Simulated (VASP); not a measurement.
Here is a VASP 6.6.1 calculation.

The input INCAR:

```
PREC = Accurate
ENCUT = 600
EDIFF = 1E-6
ISMEAR = 0
SIGMA = 0.1
LREAL = F
LASPH = T
NELM = 100
ALGO = Normal
ISIF = 3
LWAVE = F
LCHARG = F
GGA = PE
IBRION = 2
NSW = 90
EDIFFG = -0.04
```

The input KPOINTS:

```
Automatic mesh
0
Gamma
  4 4 4
```

File POSCAR:

```
Ge
1.0
   -3.2583480500      3.2583480500      3.2583480500
    3.2583480500     -3.2583480500      3.2583480500
    3.2583480500      3.2583480500     -3.2583480500
Ge
4
Direct
    0.7500000000      0.7500000000      0.7500000000
    0.5000000000      0.0000000000      0.7500000000
    0.0000000000      0.7500000000      0.5000000000
    0.7500000000      0.5000000000      0.0000000000
```

Potentials or basis: VASP PAW PBE potentials, release 64 (Ge_d).

Run with:

```sh
$ cat potpaw_PBE.64/Ge_d/POTCAR > POTCAR
$ mpirun -np 1 vasp_std > vasp.out
```

**Question.** Estimate the band gap on the k mesh.

**Answer.** Zero (band 28 reaches 1.10 eV, above the bottom of band 29 at -0.11 eV).

**Question.** Estimate the space group after relaxing (to 0.05 Å).

**Answer.** I4_132 (No. 214).

The path:
```
step  energy change (eV)  largest force (eV/Å)  pressure (GPa)  volume (Å³)
   1              0.0000                0.0000            5.99       138.37
   2             -0.4084                0.0000           -0.19       165.94
   3             -0.4092                0.0000            0.04       164.35
```

Caveat: the volume moved by over 15 % at a fixed basis, so the end points are rough.
